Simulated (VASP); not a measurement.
# CdTe (F-43m) in VASP: notebook

Aim: see how the results for CdTe move with the level of theory and the settings. Levels: PBE0, PBE, PBEsol+D4. Tasks: relaxation of cell and atoms, single point.

Everything below comes from runs of VASP 6.6.1. Logs are shortened: lines on timing, memory, paths and dates and some standing lists are left out, and cuts for length are marked.

## 1. The cell of the first run

Symmetry: F-43m, No. 216, cubic system. Conventional cell: a = 6.410 Å, b = 6.410 Å, c = 6.410 Å, α = 90.00°, β = 90.00°, γ = 90.00°. Te (site symmetry -43m) has 4 Cd at 2.78 Å within 3.7 Å. Cd (site symmetry -43m) has 4 Te at 2.78 Å within 3.7 Å.

## 2. Relaxation of cell and atoms, PBE0

POSCAR reads:

```
CdTe
1.0
    0.0000000000      3.2050000000      3.2050000000
    3.2050000000      0.0000000000      3.2050000000
    3.2050000000      3.2050000000      0.0000000000
Te Cd
1 1
Direct
    0.7500000000      0.7500000000      0.7500000000
    0.0000000000      0.0000000000      0.0000000000
```

INCAR.step1 reads:

```
SYSTEM = CdTe
  ALGO = Normal
  EDIFF = 1E-5
  ENCUT = 600
  GGA = PE
  ISMEAR = -1
  LASPH = .True.
  LCHARG = .False.
  LREAL = .False.
  LWAVE = .True.
  NBANDS = 16
  NELM = 60
  PREC = Accurate
  SIGMA = 0.05
```

INCAR.step2 reads:

```
SYSTEM = CdTe
  AEXX = 0.25
  ALGO = Normal
  EDIFF = 1E-6
  EDIFFG = -0.01
  ENCUT = 600
  GGA = PE
  IBRION = 2
  ISIF = 3
  ISMEAR = -1
  ISTART = 1
  LASPH = .True.
  LCHARG = .False.
  LHFCALC = .True.
  LREAL = .False.
  LWAVE = .False.
  NELM = 60
  NSW = 60
  PREC = Accurate
  PRECFOCK = Normal
  SIGMA = 0.05
```

KPOINTS reads:

```
k-points
0
Gamma
  4 4 4
  0 0 0
```

Potentials or basis: VASP PAW PBE potentials, release 64 (Te, Cd).

Launch:

```sh
$ cat potpaw_PBE.64/Te/POTCAR potpaw_PBE.64/Cd/POTCAR > POTCAR
$ cp INCAR.step1 INCAR
$ mpirun -np 1 vasp_std > vasp.out
$ cp INCAR.step2 INCAR
$ mpirun -np 1 vasp_std > vasp.out
```

OUTCAR:

```text
SYSTEM = CdTe
   AEXX = 0.25
   EDIFF = 1E-6
   EDIFFG = -0.01
   ENCUT = 600
   GGA = PE
   IBRION = 2
   ISIF = 3
   ISMEAR = -1
   ISTART = 1
   LASPH = .True.
   LHFCALC = .True.
   LREAL = .False.
   NELM = 60
   NSW = 60
   PREC = Accurate
   PRECFOCK = Normal

 ion  position               nearest neighbor table
   1  0.750  0.750  0.750-   2 2.78   2 2.78   2 2.78   2 2.78
   2  0.000  0.000  0.000-   1 2.78   1 2.78   1 2.78   1 2.78

  LATTYP: Found a face centered cubic cell.
 ALAT       =     6.4100000000

  Lattice vectors:

 A1 = (   0.0000000000,   3.2050000000,   3.2050000000)
 A2 = (   3.2050000000,   0.0000000000,   3.2050000000)
 A3 = (   3.2050000000,   3.2050000000,   0.0000000000)

Analysis of symmetry for initial positions (statically):
=====================================================================
 Subroutine PRICEL returns:
 Original cell was already a primitive cell.

 Routine SETGRP: Setting up the symmetry group for a
 face centered cubic supercell.

 Subroutine GETGRP returns: Found 24 space group operations
 (whereof 24 operations were pure point group operations)
 out of a pool of 48 trial point group operations.

The static configuration has the point symmetry T_d .

Analysis of symmetry for dynamics (positions and initial velocities):
=====================================================================
 Subroutine PRICEL returns:
 Original cell was already a primitive cell.

 Routine SETGRP: Setting up the symmetry group for a
 face centered cubic supercell.

 Subroutine GETGRP returns: Found 24 space group operations
 (whereof 24 operations were pure point group operations)
 out of a pool of 48 trial point group operations.

The dynamic configuration has the point symmetry T_d .

 Subroutine INISYM returns: Found 24 space group operations
 (whereof 24 operations are pure point group operations),
 and found     1 'primitive' translations

----------------------------------------------------------------------------------------

                                     Primitive cell

  volume of cell :      65.8437

  direct lattice vectors                    reciprocal lattice vectors
     0.000000000  3.205000000  3.205000000    -0.156006240  0.156006240  0.156006240
     3.205000000  0.000000000  3.205000000     0.156006240 -0.156006240  0.156006240
     3.205000000  3.205000000  0.000000000     0.156006240  0.156006240 -0.156006240

  length of vectors
[... 65 lines left out ...]
   EDIFF  = 0.1E-05   stopping-criterion for ELM
   LREAL  =      F    real-space projection
   EDIFFG = -.1E-01   stopping-criterion for IOM
   NSW    =     60    number of steps for IOM
   IBRION =      2    ionic relax: 0-MD 1-quasi-New 2-CG
   NFREE  =      1    steps in history (QN), initial steepest desc. (CG)
   ISIF   =      3    stress and relaxation
   ISYM   =      3    0-nonsym 1-usesym 2-fastsym
   POTIM  = 0.5000    time-step for ionic-motion
   TEBEG  =    0.0;   TEEND  =   0.0 temperature during run
   PSTRESS=    0.0 pullay stress
   NELECT =      18.0000    total number of electrons
   NUPDOWN=      -1.0000    fix difference up-down
   EMIN   =  10.00;   EMAX   =-10.00  energy-range for DOS
   EFERMI =   0.00;   METHOD = LEGACY
   ISMEAR =    -1;   SIGMA  =   0.05  broadening in eV -4-tet -1-fermi 0-gaus
   EFERMI_NEDOS =   21; number of points for ismear=-14 and -15
   IALGO  =     38    algorithm
   IMIX   =      1    mixing-type and parameters
     AMIX     =   0.40;   BMIX     =  1.00
     AMIX_MAG =   1.60;   BMIX_MAG =  1.00
  volume/ion in A,a.u.               =      32.92       222.17
  Fermi-wavevector in a.u.,A,eV,Ry     =   1.062497  2.007828 15.359610  1.128899
  Thomas-Fermi vector in A             =   2.197950
   LORBIT       =      0    0 simple, 1 ext, 2 COOP (PROOUT), +10 PAW based schemes
   GGA     = PE    functional components
   LHFCALC =     T    Hartree Fock is set to
   PRECFOCK=normal    Normal, Fast or Accurate (Low or Medium for compatibility)
   ENCUT4O =  -1.0   cutoff for four orbital integrals eV
   NKREDX  =     1    reduce k-point grid by
   NKREDY  =     1    reduce k-point grid by
   NKREDZ  =     1    reduce k-point grid by
   AEXX    =    0.2500 exact exchange contribution
   HFSCREEN=    0.0000 screening length (either q_TF or 0.3 A-1)
   HFSCREENC=   0.0000 screening length for correlation (either q_TF or 0.3 A-1)
   ENCUTFOCK=  -1.0 apply spherical cutoff to Coloumb kernel
   IVDW    =     0    specifies the selected vdW correction
   LEPSILON=     F    determine dielectric tensor
   LRPA    =     F    only Hartree local field effects (RPA)
 conjugate gradient relaxation of ions
 non-spin polarized calculation
  energy-cutoff  :      600.00
  volume of cell :       65.84
 maximum number of plane-waves:      2209
  NGX = 28; NGY = 28; NGZ = 28

--------------------------------------- Ionic step        1  -------------------------------------------

 number of electron      17.9999995 magnetization

 Free energy of the ion-electron system (eV)
  ---------------------------------------------------
  ext. energy  EPLUGINS =         0.00000000
  ---------------------------------------------------
  free energy    TOTEN  =        -6.51665208 eV

  energy without entropy =       -6.51665208  energy(sigma->0) =       -6.51665208

------------------------ aborting loop because EDIFF is reached ----------------------------------------

  FORCE on cell =-STRESS in cart. coord.  units (eV):
  Direction    XX          YY          ZZ          XY          YZ          ZX
  --------------------------------------------------------------------------------------
  -------------------------------------------------------------------------------------
  Total        1.3408996      1.3408996      1.3408996     -0.0000000      0.0000000     -0.0000000
  in kB       32.6281724     32.6281724     32.6281724     -0.0000000      0.0000000     -0.0000000
  external PRESSURE =      32.6281724 kB  Pullay stress =       0.0000000 kB
[... 59 lines left out ...]
--------------------------------------- Ionic step        3  -------------------------------------------

 number of electron      18.0000006 magnetization

 Free energy of the ion-electron system (eV)
  ---------------------------------------------------
  ext. energy  EPLUGINS =         0.00000000
  ---------------------------------------------------
  free energy    TOTEN  =        -6.56292984 eV

  energy without entropy =       -6.56292984  energy(sigma->0) =       -6.56292984

 E-fermi :   2.2233     XC(G=0):  -6.6586

 val. band max:        1.1587791387   @ k =   0.0000   0.0000   0.0000
 cond. band min:       3.2781177768   @ k =   0.0000   0.0000   0.0000
 fundamental gap:      2.1193386381
 Fermi energy:         2.2233169888

 k-point     1 :       0.0000    0.0000    0.0000
  band No.  band energies     occupation
      1     -10.8169      2.00000
      2      -8.3875      2.00000
      3      -8.3875      2.00000
      4      -8.3875      2.00000
      5      -8.1498      2.00000
      6      -8.1498      2.00000
      7       1.1588      2.00000
      8       1.1588      2.00000
      9       1.1588      2.00000
     10       3.2781      0.00000
     11       7.3616      0.00000
     12       7.3616      0.00000
     13       7.3616      0.00000
[... 139 lines left out ...]
  FREE ENERGIE OF THE ION-ELECTRON SYSTEM (eV)
  ---------------------------------------------------
  free  energy   TOTEN  =        -6.5629298358 eV

  energy  without entropy=       -6.5629298357  energy(sigma->0) =       -6.56292984

 reached required accuracy - stopping structural energy minimisation
```

OSZICAR.step1:

```text
N       E                     dE             d eps       ncg     rms          rms(c)
DAV:   1     0.102856932709E+03    0.10286E+03   -0.89457E+03   256   0.110E+03
DAV:   2    -0.112887095816E+01   -0.10399E+03   -0.99431E+02   304   0.246E+02
DAV:   3    -0.486509883674E+01   -0.37362E+01   -0.37307E+01   344   0.475E+01
DAV:   4    -0.490289565018E+01   -0.37797E-01   -0.37796E-01   368   0.398E+00
DAV:   5    -0.490298865536E+01   -0.93005E-04   -0.93005E-04   352   0.202E-01    0.597E+00
DAV:   6    -0.467678668899E+01    0.22620E+00   -0.38786E-01   296   0.766E+00    0.481E+00
DAV:   7    -0.465906116722E+01    0.17726E-01   -0.12288E-01   288   0.227E+00    0.182E+00
DAV:   8    -0.466017306054E+01   -0.11119E-02   -0.12462E-02   264   0.128E+00    0.507E-01
DAV:   9    -0.466054989882E+01   -0.37684E-03   -0.98578E-04   312   0.339E-01    0.123E-01
DAV:  10    -0.466062940841E+01   -0.79510E-04   -0.12502E-04   296   0.102E-01    0.529E-02
DAV:  11    -0.466067513210E+01   -0.45724E-04   -0.84247E-05   280   0.615E-02    0.327E-02
DAV:  12    -0.466067388911E+01    0.12430E-05   -0.32305E-06   232   0.168E-02
   1 F= -.46606739E+01 E0= -.46606692E+01  d E =-.939850E-05
```

Run time: 18 min. Hardware: 1 thread of Intel Xeon Platinum 8488C (Sapphire Rapids), shared host; peak memory 0.24 GiB.

Results:

- Free energy: -6.5629 eV
- Relaxed volume: 35.32 Å³/atom
- Relaxed cell: a = 4.640 Å, b = 4.640 Å, c = 4.640 Å, α = 60.00°, β = 60.00°, γ = 60.00°
- Space group after relaxing (to 0.1 Å): F-43m (No. 216)
- Energy gained by relaxing: 23.1 meV/atom
- Ionic steps: 3
- Pressure after relaxing: 0.0 GPa
- Band gap on the k mesh: 2.12 eV

Step by step:
```csv
step,energy change (eV),largest force (eV/Å),pressure (GPa),volume (Å³)
1,0.0000,0.0000,3.26,65.84
2,-0.0406,0.0000,-0.95,72.44
3,-0.0463,0.0000,-0.02,70.63
```

Final structure:
```
Te Cd
1.0
     0.00000    3.28092    3.28092
     3.28092    0.00000    3.28092
     3.28092    3.28092    0.00000
Te Cd
1 1
Cartesian
  4.9214 4.9214 4.9214
  0.0000 0.0000 0.0000
```

Caveat: the k points lie up to 0.41 Å⁻¹ apart in the final cell; the PAW data sets were made with another functional, which shifts forces and pressure a little; spin-orbit coupling is left out, which moves the levels of the heavy elements. Zero-point motion and thermal expansion aren't in these numbers.

## 3. Single point, PBE

INCAR reads:

```
PREC = Accurate
ENCUT = 520
EDIFF = 1E-6
ISMEAR = -1
SIGMA = 0.02
LREAL = False
LASPH = True
NELM = 60
ALGO = Normal
ISIF = 2
LWAVE = False
LCHARG = False
GGA = PE
NBANDS = 16
```

KPOINTS reads:

```
Automatic mesh
0
Gamma
  3 3 3
```

POSCAR is that of step 2.

Potentials or basis: VASP PAW PBE potentials, release 64 (Te, Cd).

Launch:

```sh
$ cat potpaw_PBE.64/Te/POTCAR potpaw_PBE.64/Cd/POTCAR > POTCAR
$ mpirun -np 1 vasp_std > vasp.out
```

OUTCAR:

```text
PREC = Accurate
   ENCUT = 520
   EDIFF = 1E-6
   ISMEAR = -1
   LREAL = False
   LASPH = True
   NELM = 60
   ISIF = 2
   GGA = PE

 ion  position               nearest neighbor table
   1  0.750  0.750  0.750-   2 2.78   2 2.78   2 2.78   2 2.78
   2  0.000  0.000  0.000-   1 2.78   1 2.78   1 2.78   1 2.78

  LATTYP: Found a face centered cubic cell.
 ALAT       =     6.4100000000

  Lattice vectors:

 A1 = (   0.0000000000,   3.2050000000,   3.2050000000)
 A2 = (   3.2050000000,   0.0000000000,   3.2050000000)
 A3 = (   3.2050000000,   3.2050000000,   0.0000000000)

Analysis of symmetry for initial positions (statically):
=====================================================================
 Subroutine PRICEL returns:
 Original cell was already a primitive cell.

 Routine SETGRP: Setting up the symmetry group for a
 face centered cubic supercell.

 Subroutine GETGRP returns: Found 24 space group operations
 (whereof 24 operations were pure point group operations)
 out of a pool of 48 trial point group operations.

The static configuration has the point symmetry T_d .

Analysis of symmetry for dynamics (positions and initial velocities):
=====================================================================
 Subroutine PRICEL returns:
 Original cell was already a primitive cell.

 Routine SETGRP: Setting up the symmetry group for a
 face centered cubic supercell.

 Subroutine GETGRP returns: Found 24 space group operations
 (whereof 24 operations were pure point group operations)
 out of a pool of 48 trial point group operations.

The dynamic configuration has the point symmetry T_d .

 Subroutine INISYM returns: Found 24 space group operations
 (whereof 24 operations are pure point group operations),
 and found     1 'primitive' translations

----------------------------------------------------------------------------------------

                                     Primitive cell
[... 87 lines left out ...]
   IALGO  =     38    algorithm
   IMIX   =      4    mixing-type and parameters
     AMIX     =   0.40;   BMIX     =  1.00
     AMIX_MAG =   1.60;   BMIX_MAG =  1.00
  volume/ion in A,a.u.               =      32.92       222.17
  Fermi-wavevector in a.u.,A,eV,Ry     =   1.062497  2.007828 15.359610  1.128899
  Thomas-Fermi vector in A             =   2.197950
   LORBIT       =      0    0 simple, 1 ext, 2 COOP (PROOUT), +10 PAW based schemes
   GGA     = PE    functional components
   LHFCALC =     F    Hartree Fock is set to
   AEXX    =    0.0000 exact exchange contribution
   IVDW    =     0    specifies the selected vdW correction
   LEPSILON=     F    determine dielectric tensor
   LRPA    =     F    only Hartree local field effects (RPA)
 non-spin polarized calculation
  energy-cutoff  :      520.00
  volume of cell :       65.84
 maximum number of plane-waves:      1807
 NGX is ok and might be reduce to    36
   NGX = 17   NGY = 17   NGZ = 17

 number of electron      17.9999995 magnetization

 Free energy of the ion-electron system (eV)
  ---------------------------------------------------
  ext. energy  EPLUGINS =         0.00000000
  ---------------------------------------------------
  free energy    TOTEN  =        -4.46393774 eV

  energy without entropy =       -4.46393774  energy(sigma->0) =       -4.46393774

 E-fermi :   3.1678     XC(G=0):  -8.6864

 val. band max:        2.7369753621   @ k =   0.0000   0.0000   0.0000
 cond. band min:       3.5767488870   @ k =   0.0000   0.0000   0.0000
 fundamental gap:      0.8397735249
 Fermi energy:         3.1678407032

 k-point     1 :       0.0000    0.0000    0.0000
  band No.  band energies     occupation
      1      -8.6169      2.00000
      2      -5.7608      2.00000
      3      -5.7608      2.00000
      4      -5.7608      2.00000
      5      -5.4827      2.00000
      6      -5.4827      2.00000
[... 53 lines left out ...]
      3      -5.6291      2.00000
      4      -5.5124      2.00000
      5      -5.4777      2.00000
      6      -4.9150      2.00000
[... 8 lines left out ...]
     15      11.7498      0.00000
     16      15.0353      0.00000

------------------------ aborting loop because EDIFF is reached ----------------------------------------

  FORCE on cell =-STRESS in cart. coord.  units (eV):
  Direction    XX          YY          ZZ          XY          YZ          ZX
  --------------------------------------------------------------------------------------
  -------------------------------------------------------------------------------------
  Total        2.1915530      2.1915530      2.1915530      0.0000000     -0.0000000      0.0000000
  in kB       53.3271611     53.3271611     53.3271611      0.0000000     -0.0000000      0.0000000
  external PRESSURE =      53.3271611 kB  Pullay stress =       0.0000000 kB

 VOLUME and BASIS-vectors are now :
 -----------------------------------------------------------------------------
  energy-cutoff  :      520.00
  volume of cell :       65.84
      direct lattice vectors                 reciprocal lattice vectors
     0.000000000  3.205000000  3.205000000    -0.156006240  0.156006240  0.156006240
     3.205000000  0.000000000  3.205000000     0.156006240 -0.156006240  0.156006240
     3.205000000  3.205000000  0.000000000     0.156006240  0.156006240 -0.156006240

 POSITION                                       TOTAL-FORCE (eV/Angst)
 -----------------------------------------------------------------------------------
      4.80750      4.80750      4.80750         0.000000     -0.000000     -0.000000
      0.00000      0.00000      0.00000        -0.000000      0.000000      0.000000
 -----------------------------------------------------------------------------------
    total drift:                                0.000000      0.000000      0.000000

  FREE ENERGIE OF THE ION-ELECTRON SYSTEM (eV)
  ---------------------------------------------------
  free  energy   TOTEN  =        -4.4639377368 eV

  energy  without entropy=       -4.4639377367  energy(sigma->0) =       -4.46393774
```

stdout:

```text
POSCAR found type information on POSCAR TeCd
 POSCAR found :  2 types and       2 ions
 scaLAPACK will be used
 LDA part: xc-table for (Slater+PW92), standard interpolation
 POSCAR, INCAR and KPOINTS ok, starting setup
 FFT: planning ... GRIDC
 FFT: planning ... GRID_SOFT
 FFT: planning ... GRID
 WAVECAR not read
 entering main loop
```

It took 8.5 s on 1 thread of Intel Xeon 8259CL, shared host; peak memory 0.2 GiB.

What came out:

```yaml
Free_energy: -4.4639 eV
Pressure: 5.3 GPa
Band_gap_on_the_k_mesh: 0.84 eV
```

Caveat: the k points lie up to 0.57 Å⁻¹ apart; spin-orbit coupling is left out, which moves the levels of the heavy elements.

## 4. Single point, PBEsol+D4, collinear spin (32.92 Å³/atom)

INCAR reads:

```
PREC = Accurate
ENCUT = 520
EDIFF = 1E-7
ISMEAR = 1
SIGMA = 0.01
LREAL = False
LASPH = True
NELM = 150
ALGO = Normal
ISIF = 2
LWAVE = False
LCHARG = False
ISPIN = 2
MAGMOM = 1 0
LORBIT = 11
NUPDOWN = 1.0
GGA = PS
IVDW = 13
NBANDS = 20
```

KPOINTS reads:

```
Automatic mesh
0
Gamma
  7 7 7
```

POSCAR is that of step 3.

Launch:

```sh
$ cat potpaw_PBE.64/Te/POTCAR potpaw_PBE.64/Cd/POTCAR > POTCAR
$ mpirun -np 1 vasp_std > vasp.out
```

Run time: 61 s. Hardware: 1 thread of Intel Xeon 8259CL, shared host; peak memory 0.26 GiB.

The run converged. Its results:

- Free energy: -4.3871 eV
- Pressure: 4.0 GPa
- Net moment: 1.00 μB per cell
- Site moments: Te +0.35; Cd +0.17 μB
- Valence electrons inside the program's atomic spheres: Te 3.38; Cd 10.38
- Dispersion energy per atom: -0.221 eV

Caveat: the cell stands under pressure; the PAW data sets were made with another functional, which shifts forces and pressure a little; spin-orbit coupling is left out, which moves the levels of the heavy elements; the total moment is fixed, so each spin has its own Fermi level and the state may be an excited one.

(Part 1 of 2 ends here.)
